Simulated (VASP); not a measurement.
# Si16O (a cell with a defect) in VASP: further runs

Si16O (a cell with a defect) is run at these levels: r2SCAN; tasks: single point.

Everything below comes from runs of VASP 6.6.1. Logs are shortened: lines on timing, memory, paths and dates and some standing lists are left out, and cuts for length are marked.

## Step 1: The cell of the first run

The cell holds a defect, 17 atoms: a = 7.699 Å, b = 7.699 Å, c = 7.699 Å, α = 60.00°, β = 60.00°, γ = 60.00°.

## Step 2: Single point, r2SCAN

The input, POSCAR:

```
Si16O
1.0
    0.0000000000      5.4437023800     -5.4437023800
    5.4437023800      5.4437023800      0.0000000000
    5.4437023800      0.0000000000     -5.4437023800
Si O
16 1
Direct
    0.1548413086      0.1308929016      0.1323779203
    0.1186527027      0.6271628685      0.1256440842
    0.6284649235      0.0838253027      0.1163199153
    0.6171635158      0.6007079873      0.1098732918
    0.1276350086      0.1242648758      0.6376518696
    0.1239657228      0.6287438697      0.6220353839
    0.6253488458      0.1281725104      0.6341715177
    0.6222684973      0.6254951616      0.6144205297
    0.2447742193      0.7550794869      0.2473395689
    0.2696503037      0.2548148123      0.2630265029
    0.7435183295      0.7137536604      0.2407116349
    0.7856346107      0.2440629387      0.2682755041
    0.2480550746      0.7501589387      0.7509776829
    0.2515096169      0.2547596109      0.7587616316
    0.7496658919      0.7519894943      0.7361752573
    0.7515552311      0.2520207580      0.7525874330
   -0.2099878759      0.0623402009      0.2112210440
```

The input, INCAR.step1:

```
SYSTEM = Si16O
PREC = Accurate
ENCUT = 520
ISMEAR = 0
SIGMA = 0.02
LREAL = Auto
LASPH = .True.
NELM = 80
NBANDS = 49
GGA = PE
ALGO = Normal
EDIFF = 1E-4
LWAVE = .True.
LCHARG = .False.
```

The input, INCAR.step2:

```
SYSTEM = Si16O
PREC = Accurate
ENCUT = 520
EDIFF = 1E-6
ISMEAR = 0
SIGMA = 0.02
LREAL = Auto
LASPH = .True.
NELM = 80
ALGO = Normal
ISIF = 2
LWAVE = .False.
LCHARG = .True.
METAGGA = R2SCAN
LMIXTAU = .True.
LELF = .True.
LVHAR = .True.
NBANDS = 49
ISTART = 1
```

The input, KPOINTS:

```
regular mesh
0
Gamma
  2 2 2
  0 0 0
```

Potentials or basis: VASP PAW PBE potentials, release 64 (Si, O).

Started as:

```bash
cat potpaw_PBE.64/Si/POTCAR potpaw_PBE.64/O/POTCAR > POTCAR
cp INCAR.step1 INCAR
mpirun -np 1 vasp_std > vasp.out
cp INCAR.step2 INCAR
mpirun -np 1 vasp_std > vasp.out
```

OUTCAR:

```text
SYSTEM = Si16O
   PREC = Accurate
   ENCUT = 520
   EDIFF = 1E-6
   ISMEAR = 0
   LREAL = Auto
   LASPH = .True.
   NELM = 80
   ISIF = 2
   METAGGA = R2SCAN
   ISTART = 1

 ion  position               nearest neighbor table
   1  0.155  0.131  0.132-  12 2.32  10 2.32  14 2.36   9 2.38
   2  0.119  0.627  0.126-  13 2.36  10 2.36   9 2.36  11 2.38
   3  0.628  0.084  0.116-  17 1.64  16 2.32  10 2.32  11 2.33  12 2.95
   4  0.617  0.601  0.110-  12 2.32  11 2.33   9 2.36  15 2.36
   5  0.128  0.124  0.638-  13 2.35  10 2.36  14 2.36  16 2.37
   6  0.124  0.629  0.622-  14 2.35  13 2.35  15 2.35   9 2.36
   7  0.625  0.128  0.634-  12 2.32  16 2.32  14 2.35  15 2.37
   8  0.622  0.625  0.614-  16 2.35  13 2.35  15 2.36  11 2.37
   9  0.245  0.755  0.247-   6 2.36   4 2.36   2 2.36   1 2.38
  10  0.270  0.255  0.263-   3 2.32   1 2.32   2 2.36   5 2.36
  11  0.744  0.714  0.241-   3 2.33   4 2.33   8 2.37   2 2.38
  12  0.786  0.244  0.268-  17 1.64   7 2.32   4 2.32   1 2.32   3 2.95
  13  0.248  0.750  0.751-   6 2.35   8 2.35   5 2.35   2 2.36
  14  0.252  0.255  0.759-   7 2.35   6 2.35   1 2.36   5 2.36
  15  0.750  0.752  0.736-   6 2.35   8 2.36   4 2.36   7 2.37
  16  0.752  0.252  0.753-   3 2.32   7 2.32   8 2.35   5 2.37
  17  0.790  0.062  0.211-   3 1.64  12 1.64

  LATTYP: Found a face centered cubic cell.
 ALAT       =    10.8874047600

  Lattice vectors:

 A1 = (   0.0000000000,   5.4437023800,  -5.4437023800)
 A2 = (   5.4437023800,   5.4437023800,   0.0000000000)
 A3 = (   5.4437023800,   0.0000000000,  -5.4437023800)

Analysis of symmetry for initial positions (statically):
=====================================================================
 Subroutine PRICEL returns:
 Original cell was already a primitive cell.

 Routine SETGRP: Setting up the symmetry group for a
 face centered cubic supercell.

 Subroutine GETGRP returns: Found  1 space group operations
 (whereof  1 operations were pure point group operations)
 out of a pool of 48 trial point group operations.

The static configuration has the point symmetry C_1 .

Analysis of symmetry for dynamics (positions and initial velocities):
=====================================================================
 Subroutine PRICEL returns:
 Original cell was already a primitive cell.

 Routine SETGRP: Setting up the symmetry group for a
 face centered cubic supercell.

 Subroutine GETGRP returns: Found  1 space group operations
 (whereof  1 operations were pure point group operations)
 out of a pool of 48 trial point group operations.

The dynamic configuration has the point symmetry C_1 .

 Subroutine INISYM returns: Found  1 space group operations
 (whereof  1 operations are pure point group operations),
 and found     1 'primitive' translations

----------------------------------------------------------------------------------------

                                     Primitive cell

  volume of cell :     322.6362

  direct lattice vectors                    reciprocal lattice vectors
     0.000000000  5.443702380 -5.443702380    -0.091849254  0.091849254 -0.091849254
     5.443702380  5.443702380  0.000000000     0.091849254  0.091849254  0.091849254
     5.443702380  0.000000000 -5.443702380     0.091849254 -0.091849254 -0.091849254

  length of vectors
     7.698557735  7.698557735  7.698557735     0.159087574  0.159087574  0.159087574

  position of ions in fractional coordinates (direct lattice)
     0.154841309  0.130892902  0.132377920
     0.118652703  0.627162869  0.125644084
     0.628464923  0.083825303  0.116319915
     0.617163516  0.600707987  0.109873292
     0.127635009  0.124264876  0.637651870
     0.123965723  0.628743870  0.622035384
[... 9 lines left out ...]
     0.751555231  0.252020758  0.752587433
     0.790012124  0.062340201  0.211221044

  ion indices of the primitive-cell ions
   primitive index   ion index
                 1           1
                 2           2
                 3           3
                 4           4
                 5           5
                 6           6
[... 9 lines left out ...]
                16          16
                17          17

----------------------------------------------------------------------------------------

 KPOINTS: regular mesh

Automatic generation of k-mesh.
 Grid dimensions read from file:
 generate k-points for:    2    2    2

 Generating k-lattice:

  Cartesian coordinates                     Fractional coordinates (reciprocal lattice)
    -0.045924627  0.045924627 -0.045924627     0.500000000  0.000000000  0.000000000
     0.045924627  0.045924627  0.045924627     0.000000000  0.500000000  0.000000000
     0.045924627 -0.045924627 -0.045924627     0.000000000  0.000000000  0.500000000

  Length of vectors
     0.079543787  0.079543787  0.079543787

  Shift w.r.t. Gamma in fractional coordinates (k-lattice)
     0.000000000  0.000000000  0.000000000

 Subroutine IBZKPT returns following result:
 ===========================================

 Found      8 irreducible k-points:

 Following reciprocal coordinates:
            Coordinates               Weight
  0.000000  0.000000  0.000000      1.000000
  0.500000  0.000000  0.000000      1.000000
  0.000000  0.500000  0.000000      1.000000
  0.000000  0.000000  0.500000      1.000000
  0.500000  0.500000  0.500000      1.000000
  0.500000  0.500000  0.000000      1.000000
  0.000000  0.500000  0.500000      1.000000
  0.500000  0.000000  0.500000      1.000000
   k-points           NKPTS =      8   k-points in BZ     NKDIM =      8   number of bands    NBANDS=     49
   number of dos      NEDOS =    301   number of ions     NIONS =     17
   total plane-waves  NPLWV = 216000
   dimension x,y,z NGX =    60 NGY =   60 NGZ =   60
   dimension x,y,z NGXF=   120 NGYF=  120 NGZF=  120
   ions per type =              16   1
   NGX,Y,Z   is equivalent  to a cutoff of  12.96, 12.96, 12.96 a.u.
   NGXF,Y,Z  is equivalent  to a cutoff of  25.91, 25.91, 25.91 a.u.
 SYSTEM =  Si16O
   PREC   = accura    normal or accurate (medium, high low for compatibility)
   ISTART =      1    job   : 0-new  1-cont  2-samecut
   ICHARG =      0    charge: 1-file 2-atom 10-const
   ISPIN  =      1    spin polarized calculation?
   LNONCOLLINEAR =      F non collinear calculations
   LSORBIT =      F    spin-orbit coupling
   LASPH  =      T    aspherical Exc in radial PAW
   ENCUT  =  520.0 eV  38.22 Ry    6.18 a.u.  14.31 14.31 14.31*2*pi/ulx,y,z
   NELM   =     80;   NELMIN=  2; NELMDL=  0     # of ELM steps
   EDIFF  = 0.1E-05   stopping-criterion for ELM
   LREAL  =      T    real-space projection
   EDIFFG = 0.1E-04   stopping-criterion for IOM
   NSW    =      0    number of steps for IOM
   IBRION =     -1    ionic relax: 0-MD 1-quasi-New 2-CG
   NFREE  =      0    steps in history (QN), initial steepest desc. (CG)
   ISIF   =      2    stress and relaxation
   ISYM   =      2    0-nonsym 1-usesym 2-fastsym
   POTIM  = 0.5000    time-step for ionic-motion
   TEBEG  =    0.0;   TEEND  =   0.0 temperature during run
   PSTRESS=    0.0 pullay stress
   NELECT =      70.0000    total number of electrons
   NUPDOWN=      -1.0000    fix difference up-down
   EMIN   =  10.00;   EMAX   =-10.00  energy-range for DOS
   EFERMI =   0.00;   METHOD = LEGACY
   ISMEAR =     0;   SIGMA  =   0.02  broadening in eV -4-tet -1-fermi 0-gaus
   EFERMI_NEDOS =   21; number of points for ismear=-14 and -15
   IALGO  =     38    algorithm
   IMIX   =      4    mixing-type and parameters
     AMIX     =   0.40;   BMIX     =  1.00
     AMIX_MAG =   1.60;   BMIX_MAG =  1.00
  volume/ion in A,a.u.               =      18.98       128.07
  Fermi-wavevector in a.u.,A,eV,Ry     =   0.983716  1.858954 13.166324  0.967697
  Thomas-Fermi vector in A             =   2.114895
   LORBIT       =      0    0 simple, 1 ext, 2 COOP (PROOUT), +10 PAW based schemes
   METAGGA = R2SCAN    functional components
   LHFCALC =     F    Hartree Fock is set to
   AEXX    =    0.0000 exact exchange contribution
   IVDW    =     0    specifies the selected vdW correction
   LEPSILON=     F    determine dielectric tensor
   LRPA    =     F    only Hartree local field effects (RPA)
 non-spin polarized calculation
 Gauss-broadening in eV      SIGMA  =   0.02
  energy-cutoff  :      520.00
  volume of cell :      322.64
 maximum number of plane-waves:      8694
 NGX is ok and might be reduce to    60
   NGX = 29   NGY = 29   NGZ = 29

 number of electron      70.0000002 magnetization

 Free energy of the ion-electron system (eV)
  ---------------------------------------------------
  ext. energy  EPLUGINS =         0.00000000
  ---------------------------------------------------
  free energy    TOTEN  =      -147.66353218 eV

  energy without entropy =     -147.66353218  energy(sigma->0) =     -147.66353218

 E-fermi :   5.8246     XC(G=0):  -9.9395

 val. band max:        5.7112263953   @ k =   0.0000   0.0000   0.0000
 cond. band min:       6.4075134549   @ k =   0.0000   0.0000   0.0000
 fundamental gap:      0.6962870596
 Fermi energy:         5.8246078376

 k-point     1 :       0.0000    0.0000    0.0000
  band No.  band energies     occupation
      1     -15.9971      2.00000
      2      -6.4927      2.00000
      3      -5.0515      2.00000
      4      -4.2776      2.00000
      5      -4.2531      2.00000
      6      -3.8847      2.00000
[... 39 lines left out ...]
     46       8.7113      0.00000
     47       8.7357      0.00000

 k-point     2 :       0.5000    0.0000    0.0000
  band No.  band energies     occupation
      1     -15.9969      2.00000
      2      -5.9037      2.00000
      3      -5.5572      2.00000
      4      -4.9850      2.00000
      5      -3.9332      2.00000
      6      -3.8653      2.00000
[... 39 lines left out ...]
     46       9.9556      0.00000
     47      10.0785      0.00000

 k-point     3 :       0.0000    0.5000    0.0000
  band No.  band energies     occupation
      1     -15.9968      2.00000
      2      -5.9125      2.00000
      3      -5.5613      2.00000
      4      -4.9821      2.00000
      5      -3.9233      2.00000
      6      -3.8753      2.00000
[... 39 lines left out ...]
     46       9.9285      0.00000
     47      10.0441      0.00000

 k-point     4 :       0.0000    0.0000    0.5000
  band No.  band energies     occupation
      1     -15.9969      2.00000
      2      -5.8893      2.00000
      3      -5.5434      2.00000
      4      -4.9909      2.00000
      5      -3.9594      2.00000
      6      -3.8384      2.00000
[... 39 lines left out ...]
     46       9.9967      0.00000
     47      10.1623      0.00000

 k-point     5 :       0.5000    0.5000    0.5000
  band No.  band energies     occupation
      1     -15.9966      2.00000
      2      -6.1796      2.00000
      3      -5.5171      2.00000
      4      -4.3009      2.00000
      5      -3.9614      2.00000
      6      -3.9267      2.00000
[... 39 lines left out ...]
     46       9.5468      0.00000
     47       9.5735      0.00000

 k-point     6 :       0.5000    0.5000    0.0000
  band No.  band energies     occupation
      1     -15.9967      2.00000
      2      -5.8121      2.00000
      3      -5.3265      2.00000
      4      -4.9829      2.00000
      5      -4.6031      2.00000
      6      -4.5499      2.00000
[... 39 lines left out ...]
     46      10.5163      0.00000
     47      10.6040      0.00000

 k-point     7 :       0.0000    0.5000    0.5000
  band No.  band energies     occupation
      1     -15.9967      2.00000
      2      -5.7962      2.00000
      3      -5.3289      2.00000
      4      -4.9992      2.00000
      5      -4.5915      2.00000
      6      -4.5556      2.00000
[... 39 lines left out ...]
     46      10.4049      0.00000
     47      10.6288      0.00000

 k-point     8 :       0.5000    0.0000    0.5000
  band No.  band energies     occupation
      1     -15.9967      2.00000
      2      -5.7882      2.00000
      3      -5.3290      2.00000
      4      -5.0068      2.00000
      5      -4.5819      2.00000
      6      -4.5620      2.00000
[... 39 lines left out ...]
     46      10.3330      0.00000
     47      10.6388      0.00000
 [bands above 47 left out]

------------------------ aborting loop because EDIFF is reached ----------------------------------------

  FORCE on cell =-STRESS in cart. coord.  units (eV):
  Direction    XX          YY          ZZ          XY          YZ          ZX
  --------------------------------------------------------------------------------------
  -------------------------------------------------------------------------------------
  Total        5.1211555      5.6221429      4.8825626      2.6984545     -3.1853295     -3.5191384
  in kB       25.4311165     27.9189671     24.2462898     13.4002398    -15.8180095    -17.4756692
  external PRESSURE =      25.8654578 kB  Pullay stress =       0.0000000 kB

 VOLUME and BASIS-vectors are now :
 -----------------------------------------------------------------------------
  energy-cutoff  :      520.00
  volume of cell :      322.64
      direct lattice vectors                 reciprocal lattice vectors
     0.000000000  5.443702380 -5.443702380    -0.091849254  0.091849254 -0.091849254
     5.443702380  5.443702380  0.000000000     0.091849254  0.091849254  0.091849254
     5.443702380  0.000000000 -5.443702380     0.091849254 -0.091849254 -0.091849254

 POSITION                                       TOTAL-FORCE (eV/Angst)
 -----------------------------------------------------------------------------------
      1.43317      1.55545     -1.56354         0.003493     -0.004045      0.001148
      4.09806      4.06000     -1.32988         0.001632     -0.001581     -0.003263
      1.08953      3.87750     -4.05439        -0.030972     -0.039314      0.055336
      3.86819      6.62973     -3.95777         0.007283      0.007496     -0.011868
      4.14765      1.37127     -4.16599         0.001330     -0.000900      0.001215
      6.80887      4.09753     -4.06101         0.001570      0.000239      0.000033
[... 9 lines left out ...]
      5.46879      5.46317     -8.18811        -0.004448     -0.007846      0.004805
      1.48919      4.63995     -5.45042        -0.018909      0.009936     -0.019871
 -----------------------------------------------------------------------------------
    total drift:                               -0.001320      0.006583      0.004138

  FREE ENERGIE OF THE ION-ELECTRON SYSTEM (eV)
  ---------------------------------------------------
  free  energy   TOTEN  =      -147.6635321822 eV

  energy  without entropy=     -147.6635321822  energy(sigma->0) =     -147.66353218
```

Run time: 6.9 min. Hardware: 1 thread of Intel Xeon 6975P-C (Granite Rapids), shared host; peak memory 0.56 GiB.

Results:

```
Free energy            : -147.6635 eV
Pressure               : 2.6 GPa
Largest force          : 0.075 eV/Å
Band gap on the k mesh : 0.70 eV
```

Forces on the atoms (eV/Å):
```
Si   0.003 -0.004  0.001
Si   0.002 -0.002 -0.003
Si  -0.031 -0.039  0.055
Si   0.007  0.007 -0.012
Si   0.001 -0.001  0.001
Si   0.002  0.000  0.000
Si  -0.006  0.004  0.005
Si  -0.002 -0.004 -0.001
Si   0.001 -0.002  0.000
Si  -0.007 -0.003  0.001
Si   0.008  0.005  0.002
Si   0.047  0.041 -0.030
Si   0.001 -0.001  0.000
Si  -0.001  0.000 -0.002
Si  -0.001 -0.004 -0.001
Si  -0.004 -0.008  0.005
O   -0.019  0.010 -0.020
```

Stress tensor (GPa, compression positive):
```
 2.54  1.34 -1.75
 1.34  2.79 -1.58
-1.75 -1.58  2.42
```

Levels at points of the mesh, in eV from the valence-band top:
```tsv
k point	band 33	band 34	band 35	band 36	band 37	band 38
(0.00, 0.00, 0.00)	-0.33	-0.05	0.00	0.70	1.01	1.04
(0.50, 0.00, 0.00)	-0.83	-0.64	-0.61	1.56	1.68	1.83
(0.00, 0.50, 0.00)	-0.86	-0.67	-0.57	1.57	1.67	1.83
(0.00, 0.00, 0.50)	-0.80	-0.67	-0.60	1.47	1.72	1.84
(0.50, 0.50, 0.50)	-0.73	-0.64	-0.05	1.40	1.70	1.76
(0.50, 0.50, 0.00)	-1.41	-1.13	-0.91	1.60	1.70	2.61
(0.00, 0.50, 0.50)	-1.35	-1.26	-0.61	1.51	1.69	2.61
(0.50, 0.00, 0.50)	-1.37	-1.28	-0.37	1.42	1.69	2.60
```

Caveat: the k points lie up to 0.50 Å⁻¹ apart; the PAW data sets were made with another functional, which shifts forces and pressure a little.

[end of part 1 of 2]
